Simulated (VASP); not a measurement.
# CO2 in VASP: single point with HF

Aim: the single point of CO2 with HF.

Everything below comes from runs of VASP 6.6.1. Logs are shortened: lines on timing, memory, paths and dates and some standing lists are left out, and cuts for length are marked.

## (1) The cell of the first run

The cell holds a molecule in a box, 3 atoms: a = 12.000 Å, b = 12.000 Å, c = 12.000 Å, α = 90.00°, β = 90.00°, γ = 90.00°.

## (2) Single point, HF

Input file POSCAR:

```
CO2
1.0
   12.0000000000      0.0000000000      0.0000000000
    0.0000000000     12.0000000000      0.0000000000
    0.0000000000      0.0000000000     12.0000000000
C O
1 2
Direct
    0.5000000000      0.5000000000      0.5000000000
    0.5000000000      0.5000000000      0.5966666667
    0.5000000000      0.5000000000      0.4033333333
```

Input file INCAR.step1:

```
PREC = Accurate ; ENCUT = 520
EDIFF = 1E-5 ; ISMEAR = 0
SIGMA = 0.01 ; LREAL = F
LASPH = T ; NELM = 80
ALGO = Normal ; ISIF = 2
LWAVE = T ; LCHARG = F
NBANDS = 15 ; GGA = PE
```

Input file INCAR.step2:

```
PREC = Accurate ; ENCUT = 520
EDIFF = 1E-6 ; ISMEAR = 0
SIGMA = 0.01 ; LREAL = F
LASPH = T ; NELM = 80
ALGO = Normal ; ISIF = 2
LWAVE = F ; LCHARG = F
GGA = PE ; LHFCALC = T
AEXX = 1.0 ; ALDAC = 0.0
AGGAC = 0.0 ; PRECFOCK = Normal
NBANDS = 15 ; ISTART = 1
```

Input file KPOINTS:

```
Automatic mesh
0
Gamma
  1 1 1
```

Potentials or basis: VASP PAW PBE potentials, release 64 (C, O).

On the command line:

```
> cat potpaw_PBE.64/C/POTCAR potpaw_PBE.64/O/POTCAR > POTCAR
> cp INCAR.step1 INCAR
> mpirun -np 1 vasp_gam > vasp.out
> cp INCAR.step2 INCAR
> mpirun -np 1 vasp_gam > vasp.out
```

OUTCAR:

```text
PREC = Accurate
   ENCUT = 520
   EDIFF = 1E-6
   ISMEAR = 0
   LREAL = F
   LASPH = T
   NELM = 80
   ISIF = 2
   GGA = PE
   LHFCALC = T
   AEXX = 1.0
   PRECFOCK = Normal
   ISTART = 1

 ion  position               nearest neighbor table
   1  0.500  0.500  0.500-   2 1.16   3 1.16
   2  0.500  0.500  0.597-   1 1.16
   3  0.500  0.500  0.403-   1 1.16

  LATTYP: Found a simple cubic cell.
 ALAT       =    12.0000000000

  Lattice vectors:

 A1 = (  12.0000000000,   0.0000000000,   0.0000000000)
 A2 = (   0.0000000000,  12.0000000000,   0.0000000000)
 A3 = (   0.0000000000,   0.0000000000,  12.0000000000)

Analysis of symmetry for initial positions (statically):
=====================================================================
 Subroutine PRICEL returns:
 Original cell was already a primitive cell.

 Routine SETGRP: Setting up the symmetry group for a
 simple cubic supercell.

 Subroutine GETGRP returns: Found 16 space group operations
 (whereof 16 operations were pure point group operations)
 out of a pool of 48 trial point group operations.

The static configuration has the point symmetry D_4h.

Analysis of symmetry for dynamics (positions and initial velocities):
=====================================================================
 Subroutine PRICEL returns:
 Original cell was already a primitive cell.

 Routine SETGRP: Setting up the symmetry group for a
 simple cubic supercell.

 Subroutine GETGRP returns: Found 16 space group operations
 (whereof 16 operations were pure point group operations)
 out of a pool of 48 trial point group operations.

The dynamic configuration has the point symmetry D_4h.

 Subroutine INISYM returns: Found 16 space group operations
 (whereof 16 operations are pure point group operations),
 and found     1 'primitive' translations

----------------------------------------------------------------------------------------

                                     Primitive cell

  volume of cell :    1728.0000

  direct lattice vectors                    reciprocal lattice vectors
    12.000000000  0.000000000  0.000000000     0.083333333  0.000000000  0.000000000
     0.000000000 12.000000000  0.000000000     0.000000000  0.083333333  0.000000000
     0.000000000  0.000000000 12.000000000     0.000000000  0.000000000  0.083333333

  length of vectors
    12.000000000 12.000000000 12.000000000     0.083333333  0.083333333  0.083333333

  position of ions in fractional coordinates (direct lattice)
     0.500000000  0.500000000  0.500000000
     0.500000000  0.500000000  0.596666667
     0.500000000  0.500000000  0.403333333

  ion indices of the primitive-cell ions
   primitive index   ion index
                 1           1
                 2           2
                 3           3

----------------------------------------------------------------------------------------

 KPOINTS: Automatic mesh

Automatic generation of k-mesh.
 Grid dimensions read from file:
 generate k-points for:    1    1    1

 Generating k-lattice:

  Cartesian coordinates                     Fractional coordinates (reciprocal lattice)
     0.083333333  0.000000000  0.000000000     1.000000000  0.000000000  0.000000000
     0.000000000  0.083333333  0.000000000     0.000000000  1.000000000  0.000000000
     0.000000000  0.000000000  0.083333333     0.000000000  0.000000000  1.000000000

  Length of vectors
     0.083333333  0.083333333  0.083333333

  Shift w.r.t. Gamma in fractional coordinates (k-lattice)
     0.000000000  0.000000000  0.000000000

 Subroutine IBZKPT returns following result:
 ===========================================

 Found      1 irreducible k-points:

 Following reciprocal coordinates:
            Coordinates               Weight
  0.000000  0.000000  0.000000      1.000000
   k-points           NKPTS =      1   k-points in BZ     NKDIM =      1   number of bands    NBANDS=     15
   number of dos      NEDOS =    301   number of ions     NIONS =      3
   total plane-waves  NPLWV = 729000
   dimension x,y,z NGX =    90 NGY =   90 NGZ =   90
   dimension x,y,z NGXF=   180 NGYF=  180 NGZF=  180
   ions per type =               1   2
   NGX,Y,Z   is equivalent  to a cutoff of  12.47, 12.47, 12.47 a.u.
   NGXF,Y,Z  is equivalent  to a cutoff of  24.94, 24.94, 24.94 a.u.
 SYSTEM =  unknown system
   PREC   = accura    normal or accurate (medium, high low for compatibility)
   ISTART =      1    job   : 0-new  1-cont  2-samecut
   ICHARG =      0    charge: 1-file 2-atom 10-const
   ISPIN  =      1    spin polarized calculation?
   LNONCOLLINEAR =      F non collinear calculations
   LSORBIT =      F    spin-orbit coupling
   LASPH  =      T    aspherical Exc in radial PAW
   ENCUT  =  520.0 eV  38.22 Ry    6.18 a.u.  22.31 22.31 22.31*2*pi/ulx,y,z
   NELM   =     80;   NELMIN=  2; NELMDL=  0     # of ELM steps
   EDIFF  = 0.1E-05   stopping-criterion for ELM
   LREAL  =      F    real-space projection
   EDIFFG = 0.1E-04   stopping-criterion for IOM
   NSW    =      0    number of steps for IOM
   IBRION =     -1    ionic relax: 0-MD 1-quasi-New 2-CG
   NFREE  =      0    steps in history (QN), initial steepest desc. (CG)
   ISIF   =      2    stress and relaxation
   ISYM   =      3    0-nonsym 1-usesym 2-fastsym
   POTIM  = 0.5000    time-step for ionic-motion
   TEBEG  =    0.0;   TEEND  =   0.0 temperature during run
   PSTRESS=    0.0 pullay stress
   NELECT =      16.0000    total number of electrons
   NUPDOWN=      -1.0000    fix difference up-down
   EMIN   =  10.00;   EMAX   =-10.00  energy-range for DOS
   EFERMI =   0.00;   METHOD = LEGACY
   ISMEAR =     0;   SIGMA  =   0.01  broadening in eV -4-tet -1-fermi 0-gaus
   EFERMI_NEDOS =   21; number of points for ismear=-14 and -15
   IALGO  =     38    algorithm
   IMIX   =      1    mixing-type and parameters
     AMIX     =   0.40;   BMIX     =  1.00
     AMIX_MAG =   1.60;   BMIX_MAG =  1.00
  volume/ion in A,a.u.               =     576.00      3887.04
  Fermi-wavevector in a.u.,A,eV,Ry     =   0.343769  0.649630  1.607899  0.118177
  Thomas-Fermi vector in A             =   1.250223
   LORBIT       =      0    0 simple, 1 ext, 2 COOP (PROOUT), +10 PAW based schemes
   GGA     = PE    functional components
   LHFCALC =     T    Hartree Fock is set to
   PRECFOCK=normal    Normal, Fast or Accurate (Low or Medium for compatibility)
   ENCUT4O =  -1.0   cutoff for four orbital integrals eV
   NKREDX  =     1    reduce k-point grid by
   NKREDY  =     1    reduce k-point grid by
   NKREDZ  =     1    reduce k-point grid by
   AEXX    =    1.0000 exact exchange contribution
   HFSCREEN=    0.0000 screening length (either q_TF or 0.3 A-1)
   HFSCREENC=   0.0000 screening length for correlation (either q_TF or 0.3 A-1)
   ENCUTFOCK=  -1.0 apply spherical cutoff to Coloumb kernel
   IVDW    =     0    specifies the selected vdW correction
   LEPSILON=     F    determine dielectric tensor
   LRPA    =     F    only Hartree local field effects (RPA)
 non-spin polarized calculation
 Gauss-broadening in eV      SIGMA  =   0.01
  energy-cutoff  :      520.00
  volume of cell :     1728.00
 maximum number of plane-waves:     23293
 NGX is ok and might be reduce to    90
  NGX = 70; NGY = 70; NGZ = 70

 number of electron      15.9999992 magnetization

 Free energy of the ion-electron system (eV)
  ---------------------------------------------------
  ext. energy  EPLUGINS =         0.00000000
  ---------------------------------------------------
  free energy    TOTEN  =       -49.22942344 eV

  energy without entropy =      -49.22942344  energy(sigma->0) =      -49.22942344

 E-fermi : -14.6354     XC(G=0):   0.0000

 val. band max:      -14.7407020702   @ k =   0.0000   0.0000   0.0000
 cond. band min:       0.1573158573   @ k =   0.0000   0.0000   0.0000
 fundamental gap:     14.8980179276
 Fermi energy:       -14.6353778306

 k-point     1 :       0.0000    0.0000    0.0000
  band No.  band energies     occupation
      1     -41.7059      2.00000
      2     -40.2328      2.00000
      3     -21.5525      2.00000
      4     -19.9739      2.00000
      5     -19.4187      2.00000
      6     -19.4187      2.00000
      7     -14.7407      2.00000
      8     -14.7407      2.00000
      9       0.1573      0.00000
     10       1.1611      0.00000
     11       1.1741      0.00000
     12       1.1932      0.00000
     13       1.1932      0.00000
     14       1.2347      0.00000
     15       1.3144      0.00000

------------------------ aborting loop because EDIFF is reached ----------------------------------------

  FORCE on cell =-STRESS in cart. coord.  units (eV):
  Direction    XX          YY          ZZ          XY          YZ          ZX
  --------------------------------------------------------------------------------------
  -------------------------------------------------------------------------------------
  Total       -0.1651858     -0.1651858     -4.8890419      0.0000000      0.0000000      0.0000000
  in kB       -0.1531580     -0.1531580     -4.5330510      0.0000000      0.0000000      0.0000000
  external PRESSURE =      -1.6131223 kB  Pullay stress =       0.0000000 kB

 VOLUME and BASIS-vectors are now :
 -----------------------------------------------------------------------------
  energy-cutoff  :      520.00
  volume of cell :     1728.00
      direct lattice vectors                 reciprocal lattice vectors
    12.000000000  0.000000000  0.000000000     0.083333333  0.000000000  0.000000000
     0.000000000 12.000000000  0.000000000     0.000000000  0.083333333  0.000000000
     0.000000000  0.000000000 12.000000000     0.000000000  0.000000000  0.083333333

 POSITION                                       TOTAL-FORCE (eV/Angst)
 -----------------------------------------------------------------------------------
      6.00000      6.00000      6.00000        -0.000000     -0.000000      0.000000
      6.00000      6.00000      7.16000         0.000000     -0.000000     -1.978072
      6.00000      6.00000      4.84000        -0.000000      0.000000      1.978072
 -----------------------------------------------------------------------------------
    total drift:                               -0.000001     -0.000001     -0.000000

  FREE ENERGIE OF THE ION-ELECTRON SYSTEM (eV)
  ---------------------------------------------------
  free  energy   TOTEN  =       -49.2294234355 eV

  energy  without entropy=      -49.2294234355  energy(sigma->0) =      -49.22942344
```

It took 6 min on 1 thread of AMD EPYC 7R43 (Zen 3), shared host; peak memory 1.2 GiB.

Results:

```yaml
Free_energy: -49.2294 eV
Largest_force: 1.978 eV/Å
Gap_between_the_frontier_levels: 14.90 eV
```

Forces on the atoms (eV/Å):
```
C    0.000  0.000  0.000
O    0.000  0.000 -1.978
O    0.000  0.000  1.978
```

Levels at points of the mesh, in eV from the valence-band top:
```tsv
k point	band 6	band 7	band 8	band 9	band 10	band 11
(0.00, 0.00, 0.00)	-4.68	0.00	0.00	14.90	15.90	15.91
```

Caveat: the PAW data sets were made with another functional, which shifts forces and pressure a little.
